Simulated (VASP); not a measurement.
Input of a VASP 6.6.1 run:

INCAR

```
PREC = Accurate ; ENCUT = 600
EDIFF = 1E-6 ; ISMEAR = 0
SIGMA = 0.05 ; LREAL = False
LASPH = True ; NELM = 120
ALGO = Normal ; ISIF = 2
LWAVE = False ; LCHARG = False
GGA = PE ; NBANDS = 11
GGA_COMPAT = False
```

The input KPOINTS:

```
Automatic mesh
0
Gamma
  10 10 10
```

File POSCAR:

```
MgO
1.0
    0.0000000000      2.1272186771      2.1272186771
    2.1272186771      0.0000000000      2.1272186771
    2.1272186771      2.1272186771      0.0000000000
Mg O
1 1
Direct
    0.0066530921      0.0066530921     -0.0066530921
    0.4898929056      0.4898929056      0.5101070944
```

Potentials or basis: VASP PAW PBE potentials, release 64 (Mg, O).

Run with:

```bash
$ cat potpaw_PBE.64/Mg/POTCAR potpaw_PBE.64/O/POTCAR > POTCAR
$ mpirun -np 1 vasp_std > vasp.out
```

Q: What does it give for the largest force?

A: 0.353 eV/Å.

Q: Predict the band gap on the k mesh.

A: 4.44 eV, direct.

Q: What does it give for the pressure?

A: -0.6 GPa.

Forces on the atoms (eV/Å):
```
Mg   0.000  0.000 -0.353
O    0.000  0.000  0.353
```
